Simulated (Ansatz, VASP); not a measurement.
ZrS: VASP beside Ansatz

The input INCAR:

```
SYSTEM = ZrS
PREC     = Accurate       ! precision mode
ENCUT    = 520            ! plane-wave cutoff, eV
EDIFF    = 1E-6           ! SCF threshold, eV
ISMEAR   = -1             ! smearing method
SIGMA    = 0.2            ! smearing width, eV
LREAL    = .False.        ! projectors in reciprocal space
LASPH    = .True.         ! aspherical terms in the spheres
NELM     = 80             ! most SCF steps
ALGO     = Normal         ! electronic algorithm
ISIF     = 2              ! what is computed and relaxed
LWAVE    = .False.        ! write WAVECAR
LCHARG   = .True.         ! write CHGCAR
GGA      = PS             ! functional
LELF     = .True.         ! ELF
LVHAR    = .True.       
NBANDS   = 16             ! bands
```

The input KPOINTS:

```
regular mesh
0
Gamma
  14 14 14
  0 0 0
```

The input POSCAR:

```
ZrS
1.0
    0.0000000000      2.6250000000      2.6250000000
    2.6250000000      0.0000000000      2.6250000000
    2.6250000000      2.6250000000      0.0000000000
Zr S
1 1
Direct
    0.0000000000      0.0000000000      0.0000000000
    0.5000000000      0.5000000000      0.5000000000
```

Input for Ansatz:

```yaml
crystal:
  lattice:
    - [0.0, 2.625, 2.625]
    - [2.625, 0.0, 2.625]
    - [2.625, 2.625, 0.0]
  atoms:
    - { symbol: Zr, position: [0.0, 0.0, 0.0] }
    - { symbol: S, position: [0.5, 0.5, 0.5] }
basis:
  ecutwfc: 420
kpoints:
  mp_grid: { grid: [14, 14, 14] }
hamiltonian:
  xc: pbesol
scf:
  occupations: { method: fermi_dirac, width: 0.2 }
output:
  forces: true
  stress: true
  eigenvalues: true
```

Alike in both runs: task single point; functional PBEsol; k mesh 14 × 14 × 14; occupations fermi-dirac, width 0.2 eV; no spin polarisation.

|  | VASP | Ansatz |
| --- | --- | --- |
| version | VASP 6.6.1 | Ansatz 0.2.0 |
| potentials or method | VASP PAW PBE potentials, release 64 (Zr_sv, S), cutoff 520 eV | scalar-relativistic, plane waves, PAW |
| valence electrons in the cell | 18 | 18 |

```csv
,VASP,Ansatz,Ansatz less VASP
gap on the k mesh at the Fermi level (eV),none,none,-
pressure (GPa),-5.7,-5.9,-0.19
```

VASP's potentials were made for PBE, not for PBEsol. A gap of «none» marks a metal or a gap that the smearing closes.
